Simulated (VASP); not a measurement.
# BP (I-4m2) in VASP: further runs, part 2 of 2

VASP 6.6.1.

## 4. Single point, r2SCAN (strain +0.0150 x Voigt [0, 1, 0, 0, 0, 0])

The input, POSCAR:

```
BP
1.0
    0.0000000000      2.3030350000      2.2690000000
    2.2690000000      0.0000000000      2.2690000000
    2.2690000000      2.3030350000      0.0000000000
B P
1 1
Direct
    0.0000000000      0.0000000000      0.0000000000
    0.7500000000      0.7500000000      0.7500000000
```

The input, INCAR.step1:

```
SYSTEM = BP
ALGO = Normal
EDIFF = 1E-4
ENCUT = 520
GGA = PE
ISMEAR = 0
LASPH = .TRUE.
LCHARG = .FALSE.
LREAL = .FALSE.
LWAVE = .TRUE.
NBANDS = 11
NELM = 80
PREC = Accurate
SIGMA = 0.05
```

The input, INCAR.step2:

```
SYSTEM = BP
ALGO = Normal
EDIFF = 1E-7
ENCUT = 520
ISIF = 2
ISMEAR = 0
ISTART = 1
LASPH = .TRUE.
LCHARG = .FALSE.
LMIXTAU = .TRUE.
LREAL = .FALSE.
LWAVE = .FALSE.
METAGGA = R2SCAN
NBANDS = 11
NELM = 80
PREC = Accurate
SIGMA = 0.05
```

The input, KPOINTS:

```
k-points
0
G
  8 8 8
  0 0 0
```

Potentials or basis: VASP PAW PBE potentials, release 64 (B, P).

Command:

```bash
> cat potpaw_PBE.64/B/POTCAR potpaw_PBE.64/P/POTCAR > POTCAR
> cp INCAR.step1 INCAR
> mpirun -np 1 vasp_std > vasp.out
> cp INCAR.step2 INCAR
> mpirun -np 1 vasp_std > vasp.out
```

OUTCAR:

```text
SYSTEM = BP
   EDIFF = 1E-7
   ENCUT = 520
   ISIF = 2
   ISMEAR = 0
   ISTART = 1
   LASPH = .TRUE.
   LREAL = .FALSE.
   METAGGA = R2SCAN
   NELM = 80
   PREC = Accurate

 ion  position               nearest neighbor table
   1  0.000  0.000  0.000-   2 1.97   2 1.97   2 1.97   2 1.97
   2  0.750  0.750  0.750-   1 1.97   1 1.97   1 1.97   1 1.97

  LATTYP: Found a body centered tetragonal cell.
 ALAT       =     3.2088505730
 C/A-ratio  =     1.4354267658

  Lattice vectors:

 A1 = (   0.0000000000,  -2.3030350000,   2.2690000000)
 A2 = (   0.0000000000,  -2.3030350000,  -2.2690000000)
 A3 = (   2.2690000000,   2.3030350000,   0.0000000000)

Analysis of symmetry for initial positions (statically):
=====================================================================
 Subroutine PRICEL returns:
 Original cell was already a primitive cell.

 Routine SETGRP: Setting up the symmetry group for a
 body centered tetragonal supercell.

 Subroutine GETGRP returns: Found  8 space group operations
 (whereof  8 operations were pure point group operations)
 out of a pool of 16 trial point group operations.

The static configuration has the point symmetry D_2d.
[... 172 lines left out ...]
      3       7.2658      2.00000
      4       7.2658      2.00000
      5      10.8025      0.00000
      6      10.8025      0.00000
      7      10.8939      0.00000
      8      14.9818      0.00000
      9      19.5017      0.00000
     10      19.6147      0.00000
     11      20.0223      0.00000
[... 309 lines left out ...]
 k-point    24 :       0.3750    0.0000    0.1250
  band No.  band energies     occupation
      1      -6.6931      2.00000
      2       0.3778      2.00000
      3       4.6999      2.00000
      4       4.8994      2.00000
      5      11.1168      0.00000
      6      13.1059      0.00000
      7      13.8257      0.00000
      8      15.7178      0.00000
      9      20.3217      0.00000
     10      21.5327      0.00000
     11      22.4038      0.00000

 [... further k-points ...]

------------------------ aborting loop because EDIFF is reached ----------------------------------------

  FORCE on cell =-STRESS in cart. coord.  units (eV):
  Direction    XX          YY          ZZ          XY          YZ          ZX
  --------------------------------------------------------------------------------------
  -------------------------------------------------------------------------------------
  Total       -0.2432404     -0.8832438     -0.2432404      0.0000000      0.0000000      0.0000000
  in kB      -16.4341347    -59.6748929    -16.4341347      0.0000000      0.0000000      0.0000000
  external PRESSURE =     -30.8477208 kB  Pullay stress =       0.0000000 kB

 VOLUME and BASIS-vectors are now :
 -----------------------------------------------------------------------------
  energy-cutoff  :      520.00
  volume of cell :       23.71
      direct lattice vectors                 reciprocal lattice vectors
     0.000000000  2.303035000  2.269000000    -0.220361393  0.217104820  0.220361393
     2.269000000  0.000000000  2.269000000     0.220361393 -0.217104820  0.220361393
     2.269000000  2.303035000  0.000000000     0.220361393  0.217104820 -0.220361393

 POSITION                                       TOTAL-FORCE (eV/Angst)
 -----------------------------------------------------------------------------------
      0.00000      0.00000      0.00000         0.000000     -0.000000      0.000000
      3.40350      3.45455      3.40350        -0.000000      0.000000     -0.000000
 -----------------------------------------------------------------------------------
    total drift:                               -0.000000     -0.000000     -0.000000

  FREE ENERGIE OF THE ION-ELECTRON SYSTEM (eV)
  ---------------------------------------------------
  free  energy   TOTEN  =       -17.3024222021 eV

  energy  without entropy=      -17.3024222020  energy(sigma->0) =      -17.30242220
```

Wall time 84 s (1 thread of Intel Xeon 8259CL, shared host); peak memory 0.15 GiB.

Results:

- Free energy: -17.3024 eV
- Pressure: -3.1 GPa
- Band gap on the k mesh: 1.38 eV, indirect (least direct gap 3.54 eV)

Stress tensor (GPa, compression positive):
```
-1.64  0.00  0.00
 0.00 -5.97  0.00
 0.00  0.00 -1.64
```

Caveat: the cell differs from its parent crystal (strain +0.0150 x Voigt [0, 1, 0, 0, 0, 0]); the PAW data sets were made with another functional, which shifts forces and pressure a little. A k mesh can miss the band edges.

## 5. Single point, r2SCAN (strain +0.0300 x Voigt [0, 1, 0, 0, 0, 0])

The input, POSCAR:

```
BP
1.0
    0.0000000000      2.3370700000      2.2690000000
    2.2690000000      0.0000000000      2.2690000000
    2.2690000000      2.3370700000      0.0000000000
B P
1 1
Direct
    0.0000000000      0.0000000000      0.0000000000
    0.7500000000      0.7500000000      0.7500000000
```

The input, INCAR.step1:

```
SYSTEM = BP
  ALGO = Normal
  EDIFF = 1E-4
  ENCUT = 520
  GGA = PE
  ISMEAR = 0
  LASPH = .TRUE.
  LCHARG = .FALSE.
  LREAL = .FALSE.
  LWAVE = .TRUE.
  NBANDS = 11
  NELM = 60
  PREC = Accurate
  SIGMA = 0.05
```

The input, INCAR.step2:

```
SYSTEM = BP
  ALGO = Normal
  EDIFF = 1E-6
  ENCUT = 520
  ISIF = 2
  ISMEAR = 0
  ISTART = 1
  LASPH = .TRUE.
  LCHARG = .FALSE.
  LMIXTAU = .TRUE.
  LREAL = .FALSE.
  LWAVE = .FALSE.
  METAGGA = R2SCAN
  NBANDS = 11
  NELM = 60
  PREC = Accurate
  SIGMA = 0.05
```

KPOINTS is that of step 4.

Potentials or basis: VASP PAW PBE potentials, release 64 (B, P).

Command:

```bash
> cat potpaw_PBE.64/B/POTCAR potpaw_PBE.64/P/POTCAR > POTCAR
> cp INCAR.step1 INCAR
> mpirun -np 1 vasp_std > vasp.out
> cp INCAR.step2 INCAR
> mpirun -np 1 vasp_std > vasp.out
```

OUTCAR:

```text
SYSTEM = BP
   EDIFF = 1E-6
   ENCUT = 520
   ISIF = 2
   ISMEAR = 0
   ISTART = 1
   LASPH = .TRUE.
   LREAL = .FALSE.
   METAGGA = R2SCAN
   NELM = 60
   PREC = Accurate

 ion  position               nearest neighbor table
   1  0.000  0.000  0.000-   2 1.98   2 1.98   2 1.98   2 1.98
   2  0.750  0.750  0.750-   1 1.98   1 1.98   1 1.98   1 1.98

  LATTYP: Found a body centered tetragonal cell.
 ALAT       =     3.2088505730
 C/A-ratio  =     1.4566399692

  Lattice vectors:

 A1 = (   0.0000000000,  -2.3370700000,   2.2690000000)
 A2 = (   0.0000000000,  -2.3370700000,  -2.2690000000)
 A3 = (   2.2690000000,   2.3370700000,   0.0000000000)

Analysis of symmetry for initial positions (statically):
=====================================================================
 Subroutine PRICEL returns:
 Original cell was already a primitive cell.

 Routine SETGRP: Setting up the symmetry group for a
 body centered tetragonal supercell.

 Subroutine GETGRP returns: Found  8 space group operations
 (whereof  8 operations were pure point group operations)
 out of a pool of 16 trial point group operations.

The static configuration has the point symmetry D_2d.
[... 172 lines left out ...]
      3       7.1475      2.00000
      4       7.1475      2.00000
      5      10.5846      0.00000
      6      10.5846      0.00000
      7      10.7654      0.00000
      8      14.5654      0.00000
      9      19.1600      0.00000
     10      19.2588      0.00000
     11      20.0089      0.00000
[... 309 lines left out ...]
 k-point    24 :       0.3750    0.0000    0.1250
  band No.  band energies     occupation
      1      -6.7783      2.00000
      2       0.2887      2.00000
      3       4.4495      2.00000
      4       4.8480      2.00000
      5      11.0208      0.00000
      6      12.7545      0.00000
      7      13.6642      0.00000
      8      15.6053      0.00000
      9      19.9821      0.00000
     10      21.2618      0.00000
     11      22.0323      0.00000

 [... further k-points ...]

------------------------ aborting loop because EDIFF is reached ----------------------------------------

  FORCE on cell =-STRESS in cart. coord.  units (eV):
  Direction    XX          YY          ZZ          XY          YZ          ZX
  --------------------------------------------------------------------------------------
  -------------------------------------------------------------------------------------
  Total       -0.3721698     -1.6678528     -0.3721698      0.0000000      0.0000000      0.0000000
  in kB      -24.7788385   -111.0446388    -24.7788385      0.0000000      0.0000000      0.0000000
  external PRESSURE =     -53.5341053 kB  Pullay stress =       0.0000000 kB

 VOLUME and BASIS-vectors are now :
 -----------------------------------------------------------------------------
  energy-cutoff  :      520.00
  volume of cell :       24.06
      direct lattice vectors                 reciprocal lattice vectors
     0.000000000  2.337070000  2.269000000    -0.220361393  0.213943100  0.220361393
     2.269000000  0.000000000  2.269000000     0.220361393 -0.213943100  0.220361393
     2.269000000  2.337070000  0.000000000     0.220361393  0.213943100 -0.220361393

 POSITION                                       TOTAL-FORCE (eV/Angst)
 -----------------------------------------------------------------------------------
      0.00000      0.00000      0.00000         0.000000      0.000000     -0.000000
      3.40350      3.50561      3.40350        -0.000000      0.000000      0.000000
 -----------------------------------------------------------------------------------
    total drift:                               -0.000000     -0.000000     -0.000000

  FREE ENERGIE OF THE ION-ELECTRON SYSTEM (eV)
  ---------------------------------------------------
  free  energy   TOTEN  =       -17.2839598530 eV

  energy  without entropy=      -17.2839598530  energy(sigma->0) =      -17.28395985
```

OUTCAR.step1:

```text
SYSTEM = BP
   EDIFF = 1E-4
   ENCUT = 520
   GGA = PE
   ISMEAR = 0
   LASPH = .TRUE.
   LREAL = .FALSE.
[... 557 lines left out ...]
      0.00000      0.00000      0.00000        -0.000000      0.000000     -0.000000
      3.40350      3.50561      3.40350         0.000000      0.000000      0.000000
 -----------------------------------------------------------------------------------
    total drift:                               -0.000000     -0.000000     -0.000000

  FREE ENERGIE OF THE ION-ELECTRON SYSTEM (eV)
  ---------------------------------------------------
  free  energy   TOTEN  =       -12.9108586683 eV

  energy  without entropy=      -12.9108586683  energy(sigma->0) =      -12.91085867
```

Wall time 64 s (1 thread of Intel Xeon 8259CL, shared host); peak memory 0.14 GiB.

Results:

| Item | Value |
| --- | --- |
| Free energy | -17.2840 eV |
| Pressure | -5.4 GPa |
| Band gap on the k mesh | 1.28 eV, indirect (least direct gap 3.44 eV) |

Caveat: the cell differs from its parent crystal (strain +0.0300 x Voigt [0, 1, 0, 0, 0, 0]); the PAW data sets were made with another functional, which shifts forces and pressure a little.

## 6. Summary

| cell | gap on the mesh (eV) | pressure (GPa) |
| --- | --- | --- |
| a = 3.161, b = 3.209 Å, angles 59.5, 61.0, 59.5°, 2 atoms | 0.95 | 4.7 |
| a = 3.185, b = 3.209 Å, angles 59.8, 60.5, 59.8°, 2 atoms | 1.22 | 1.9 |
| a = 3.233, b = 3.209 Å, angles 60.2, 59.5, 60.2°, 2 atoms | 1.38 | -3.1 |
| a = 3.257, b = 3.209 Å, angles 60.5, 59.0, 60.5°, 2 atoms | 1.28 | -5.4 |

Alike in all rows: task single point; level r2SCAN; potentials or basis VASP PAW PBE potentials, release 64 (B, P); no spin polarisation; k mesh 8 × 8 × 8; cutoff (eV) 520; smearing gaussian 0.05 eV.

Caveats: the PAW data sets were made with another functional, which shifts forces and pressure a little.

Total energies depend on the potentials used, so only differences within one code and one set of settings carry meaning.
